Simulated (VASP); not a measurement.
# Ge (R-3m) in VASP: single point with PBE

Aim: the single point of Ge with PBE.

Program: VASP 6.6.1. These are calculated values, not measurements. Logs are shortened: lines on timing, memory, paths and dates and some standing lists are left out, and cuts for length are marked.

## (1) The cell of the first run

It takes space group R-3m (No. 166, trigonal). Conventional cell: a = 4.104 Å, b = 4.104 Å, c = 10.347 Å, α = 90.00°, β = 90.00°, γ = 120.00°. Ge (site symmetry 3m) has 4 Ge at 2.27 to 2.65 Å within 3.0 Å.

## (2) Single point, PBE (strained and its atoms moved)

Input file INCAR:

```
SYSTEM = Ge
  PREC = Accurate
  ENCUT = 520
  EDIFF = 1E-7
  ISMEAR = 0
  SIGMA = 0.1
  LREAL = .False.
  LASPH = .True.
  NELM = 60
  ALGO = Normal
  ISIF = 2
  LWAVE = .False.
  LCHARG = .False.
  GGA = PE
  NBANDS = 21
```

Input file KPOINTS:

```
regular mesh
0
Gamma
  12 12 12
  0 0 0
```

Input file POSCAR:

```
Ge
1.0
    0.0000000000      2.9021482938      2.9021482938
    2.9021482938      0.0000000000      2.9021482938
    2.9587236938      2.9587236938     -0.0565754000
Ge
2
Direct
    0.5153074553      0.5153074553      0.4540776342
    0.7346925447      0.7346925447      0.7959223658
```

Potentials or basis: VASP PAW PBE potentials, release 64 (Ge_d).

Launch:

```console
$ cat potpaw_PBE.64/Ge_d/POTCAR > POTCAR
$ mpirun -np 1 vasp_std > vasp.out
```

OUTCAR:

```text
SYSTEM = Ge
   PREC = Accurate
   ENCUT = 520
   EDIFF = 1E-7
   ISMEAR = 0
   LREAL = .False.
   LASPH = .True.
   NELM = 60
   ISIF = 2
   GGA = PE

 ion  position               nearest neighbor table
   1  0.515  0.515  0.454-   2 2.27   2 2.65   2 2.65   2 2.65
   2  0.735  0.735  0.796-   1 2.27   1 2.65   1 2.65   1 2.65

  LATTYP: Found a trigonal (rhomboedric) cell.
 ALAT       =     4.1846496351
 COS(alpha) =     0.5190266689

  Lattice vectors:

 A1 = (   2.9587236938,   0.0565754000,  -2.9587236938)
 A2 = (   0.0565754000,   2.9587236938,  -2.9587236938)
 A3 = (   2.9587236938,   2.9587236938,  -0.0565754000)

Analysis of symmetry for initial positions (statically):
=====================================================================
 Subroutine PRICEL returns:
 Original cell was already a primitive cell.

 Routine SETGRP: Setting up the symmetry group for a
 trigonal (rhombohedral) supercell.

 Subroutine GETGRP returns: Found 12 space group operations
 (whereof  6 operations were pure point group operations)
 out of a pool of 12 trial point group operations.

The static configuration has the point symmetry C_3v.
 The point group associated with its full space group is D_3d.

Analysis of symmetry for dynamics (positions and initial velocities):
=====================================================================
 Subroutine PRICEL returns:
 Original cell was already a primitive cell.

 Routine SETGRP: Setting up the symmetry group for a
 trigonal (rhombohedral) supercell.

 Subroutine GETGRP returns: Found 12 space group operations
 (whereof  6 operations were pure point group operations)
 out of a pool of 12 trial point group operations.

The dynamic configuration has the point symmetry C_3v.
 The point group associated with its full space group is D_3d.

 Subroutine INISYM returns: Found 12 space group operations
 (whereof  6 operations are pure point group operations),
 and found     1 'primitive' translations

----------------------------------------------------------------------------------------

                                     Primitive cell

  volume of cell :      50.3160

  direct lattice vectors                    reciprocal lattice vectors
     0.000000000  2.902148294  2.902148294    -0.170654575  0.173917756  0.170654575
     2.902148294  0.000000000  2.902148294     0.173917756 -0.170654575  0.170654575
     2.958723694  2.958723694 -0.056575400     0.167391394  0.167391394 -0.167391394

  length of vectors
     4.104257477  4.104257477  4.184649635     0.297478324  0.297478324  0.289930399

  position of ions in fractional coordinates (direct lattice)
     0.515307455  0.515307455  0.454077634
     0.734692545  0.734692545  0.795922366

  ion indices of the primitive-cell ions
   primitive index   ion index
                 1           1
                 2           2

----------------------------------------------------------------------------------------

 KPOINTS: regular mesh

Automatic generation of k-mesh.
 Grid dimensions read from file:
 generate k-points for:   12   12   12

 Generating k-lattice:

  Cartesian coordinates                     Fractional coordinates (reciprocal lattice)
    -0.014221215  0.014493146  0.014221215     0.083333333  0.000000000 -0.000000000
     0.014493146 -0.014221215  0.014221215     0.000000000  0.083333333 -0.000000000
     0.013949283  0.013949283 -0.013949283     0.000000000  0.000000000  0.083333333

  Length of vectors
     0.024789860  0.024789860  0.024160867

  Shift w.r.t. Gamma in fractional coordinates (k-lattice)
     0.000000000  0.000000000  0.000000000

 Subroutine IBZKPT returns following result:
 ===========================================

 Found    189 irreducible k-points:

 Following reciprocal coordinates:
            Coordinates               Weight
  0.000000  0.000000  0.000000      1.000000
  0.083333  0.000000 -0.000000      6.000000
  0.166667  0.000000 -0.000000      6.000000
  0.250000  0.000000  0.000000      6.000000
  0.333333  0.000000 -0.000000      6.000000
  0.416667  0.000000  0.000000      6.000000
[... 16 lines left out ...]
  0.500000  0.166667 -0.000000     12.000000
 -0.416667  0.166667  0.000000     12.000000
 [... further k-points ...]
   k-points           NKPTS =    189   k-points in BZ     NKDIM =    189   number of bands    NBANDS=     21
   number of dos      NEDOS =    301   number of ions     NIONS =      2
   total plane-waves  NPLWV =  32768
   dimension x,y,z NGX =    32 NGY =   32 NGZ =   32
   dimension x,y,z NGXF=    64 NGYF=   64 NGZF=   64
   ions per type =               2
   NGX,Y,Z   is equivalent  to a cutoff of  12.96, 12.96, 12.71 a.u.
   NGXF,Y,Z  is equivalent  to a cutoff of  25.92, 25.92, 25.43 a.u.
 SYSTEM =  Ge
   PREC   = accura    normal or accurate (medium, high low for compatibility)
   ISTART =      0    job   : 0-new  1-cont  2-samecut
   ICHARG =      2    charge: 1-file 2-atom 10-const
   ISPIN  =      1    spin polarized calculation?
   LNONCOLLINEAR =      F non collinear calculations
   LSORBIT =      F    spin-orbit coupling
   LASPH  =      T    aspherical Exc in radial PAW
   ENCUT  =  520.0 eV  38.22 Ry    6.18 a.u.   7.63  7.63  7.78*2*pi/ulx,y,z
   NELM   =     60;   NELMIN=  2; NELMDL= -5     # of ELM steps
   EDIFF  = 0.1E-06   stopping-criterion for ELM
   LREAL  =      F    real-space projection
   EDIFFG = 0.1E-05   stopping-criterion for IOM
   NSW    =      0    number of steps for IOM
   IBRION =     -1    ionic relax: 0-MD 1-quasi-New 2-CG
   NFREE  =      0    steps in history (QN), initial steepest desc. (CG)
   ISIF   =      2    stress and relaxation
   ISYM   =      2    0-nonsym 1-usesym 2-fastsym
   POTIM  = 0.5000    time-step for ionic-motion
   TEBEG  =    0.0;   TEEND  =   0.0 temperature during run
   PSTRESS=    0.0 pullay stress
   NELECT =      28.0000    total number of electrons
   NUPDOWN=      -1.0000    fix difference up-down
   EMIN   =  10.00;   EMAX   =-10.00  energy-range for DOS
   EFERMI =   0.00;   METHOD = LEGACY
   ISMEAR =     0;   SIGMA  =   0.10  broadening in eV -4-tet -1-fermi 0-gaus
   EFERMI_NEDOS =   21; number of points for ismear=-14 and -15
   IALGO  =     38    algorithm
   IMIX   =      4    mixing-type and parameters
     AMIX     =   0.40;   BMIX     =  1.00
     AMIX_MAG =   1.60;   BMIX_MAG =  1.00
  volume/ion in A,a.u.               =      25.16       169.77
  Fermi-wavevector in a.u.,A,eV,Ry     =   1.346559  2.544628 24.670382  1.813222
  Thomas-Fermi vector in A             =   2.474381
   LORBIT       =      0    0 simple, 1 ext, 2 COOP (PROOUT), +10 PAW based schemes
   GGA     = PE    functional components
   LHFCALC =     F    Hartree Fock is set to
   AEXX    =    0.0000 exact exchange contribution
   IVDW    =     0    specifies the selected vdW correction
   LEPSILON=     F    determine dielectric tensor
   LRPA    =     F    only Hartree local field effects (RPA)
 non-spin polarized calculation
 Gauss-broadening in eV      SIGMA  =   0.10
  energy-cutoff  :      520.00
  volume of cell :       50.32
 maximum number of plane-waves:      1381
   NGX = 15   NGY = 15   NGZ = 15

 number of electron      27.9999986 magnetization

 Free energy of the ion-electron system (eV)
  ---------------------------------------------------
  ext. energy  EPLUGINS =         0.00000000
  ---------------------------------------------------
  free energy    TOTEN  =        -8.54280055 eV

  energy without entropy =       -8.54104297  energy(sigma->0) =       -8.54192176

 E-fermi :   4.1544     XC(G=0):  -9.4605

 val. band max:        4.1462286222   @ k =   0.4167   0.4167   0.0000
 cond. band min:       4.1577935162   @ k =  -0.0833   0.0000   0.1667
 fundamental gap:      0.0115648940
 Fermi energy:         4.1543587751

 k-point     1 :       0.0000    0.0000    0.0000
  band No.  band energies     occupation
      1     -20.8860      2.00000
      2     -20.7529      2.00000
      3     -20.7529      2.00000
      4     -20.7312      2.00000
      5     -20.7312      2.00000
      6     -20.6055      2.00000
[... 13 lines left out ...]
     20      13.2803      0.00000
     21      13.2803      0.00000

 k-point     2 :       0.0833    0.0000   -0.0000
  band No.  band energies     occupation
      1     -20.8872      2.00000
      2     -20.7549      2.00000
      3     -20.7528      2.00000
      4     -20.7303      2.00000
      5     -20.7271      2.00000
      6     -20.6076      2.00000
[... 13 lines left out ...]
     20      12.7855      0.00000
     21      12.8257      0.00000

 k-point     3 :       0.1667    0.0000   -0.0000
  band No.  band energies     occupation
      1     -20.8904      2.00000
      2     -20.7587      2.00000
      3     -20.7521      2.00000
      4     -20.7283      2.00000
      5     -20.7180      2.00000
      6     -20.6133      2.00000
[... 13 lines left out ...]
     20      12.3361      0.00000
     21      12.4579      0.00000

 k-point     4 :       0.2500    0.0000    0.0000
  band No.  band energies     occupation
      1     -20.8942      2.00000
      2     -20.7627      2.00000
      3     -20.7500      2.00000
      4     -20.7268      2.00000
      5     -20.7078      2.00000
      6     -20.6208      2.00000
[... 13 lines left out ...]
     20      12.1242      0.00000
     21      12.6643      0.00000

 k-point     5 :       0.3333    0.0000   -0.0000
  band No.  band energies     occupation
      1     -20.8974      2.00000
      2     -20.7664      2.00000
      3     -20.7466      2.00000
      4     -20.7271      2.00000
      5     -20.6988      2.00000
      6     -20.6278      2.00000
[... 13 lines left out ...]
     20      12.5130      0.00000
     21      13.4049      0.00000
[... 382 lines left out ...]
     20      13.0253      0.00000
     21      14.0979      0.00000

 k-point    22 :       0.4167    0.1667   -0.0000
  band No.  band energies     occupation
      1     -20.9031      2.00000
      2     -20.7818      2.00000
      3     -20.7544      2.00000
      4     -20.7077      2.00000
      5     -20.6845      2.00000
      6     -20.6411      2.00000
[... 13 lines left out ...]
     20      12.9192      0.00000
     21      14.7644      0.00000

 k-point    23 :       0.5000    0.1667   -0.0000
  band No.  band energies     occupation
      1     -20.9044      2.00000
      2     -20.7792      2.00000
      3     -20.7498      2.00000
      4     -20.7128      2.00000
      5     -20.6804      2.00000
      6     -20.6437      2.00000
[... 13 lines left out ...]
     20      13.6107      0.00000
     21      14.4689      0.00000

 k-point    24 :      -0.4167    0.1667    0.0000
  band No.  band energies     occupation
      1     -20.9042      2.00000
      2     -20.7738      2.00000
      3     -20.7454      2.00000
      4     -20.7188      2.00000
      5     -20.6811      2.00000
      6     -20.6433      2.00000
[... 13 lines left out ...]
     20      13.1938      0.00000
     21      14.0386      0.00000

 [... further k-points ...]
[... 5 lines left out ...]
  --------------------------------------------------------------------------------------
  -------------------------------------------------------------------------------------
  Total       -0.1178191     -0.1178191     -0.1178191      1.1580359     -1.1580359     -1.1580359
  in kB       -3.7516326     -3.7516326     -3.7516326     36.8745337    -36.8745337    -36.8745337
  external PRESSURE =      -3.7516326 kB  Pullay stress =       0.0000000 kB

 VOLUME and BASIS-vectors are now :
 -----------------------------------------------------------------------------
  energy-cutoff  :      520.00
  volume of cell :       50.32
      direct lattice vectors                 reciprocal lattice vectors
     0.000000000  2.902148294  2.902148294    -0.170654575  0.173917756  0.170654575
     2.902148294  0.000000000  2.902148294     0.173917756 -0.170654575  0.170654575
     2.958723694  2.958723694 -0.056575400     0.167391394  0.167391394 -0.167391394

 POSITION                                       TOTAL-FORCE (eV/Angst)
 -----------------------------------------------------------------------------------
      2.83899      2.83899      2.96531         2.006196      2.006196     -2.006196
      4.48710      4.48710      4.21934        -2.006196     -2.006196      2.006196
 -----------------------------------------------------------------------------------
    total drift:                               -0.000000     -0.000000     -0.000000

  FREE ENERGIE OF THE ION-ELECTRON SYSTEM (eV)
  ---------------------------------------------------
  free  energy   TOTEN  =        -8.5428005516 eV

  energy  without entropy=       -8.5410429651  energy(sigma->0) =       -8.54192176
```

Wall time 47 s (1 thread of Intel Xeon 6975P-C (Granite Rapids), shared host); peak memory 0.28 GiB.

Results:

```yaml
Free_energy: -8.5428 eV
Pressure: -0.4 GPa
Largest_force: 3.475 eV/Å
Band_gap_on_the_k_mesh: zero (band 14 reaches 4.88 eV, above the bottom of band 15 at 3.57 eV)
```

Forces on the atoms (eV/Å):
```
Ge   2.006  2.006 -2.006
Ge  -2.006 -2.006  2.006
```

Caveat: the cell differs from its parent crystal (strained and its atoms moved); forces of over 1 eV/Å act on the atoms, so gaps and moduli don't describe the material at rest.
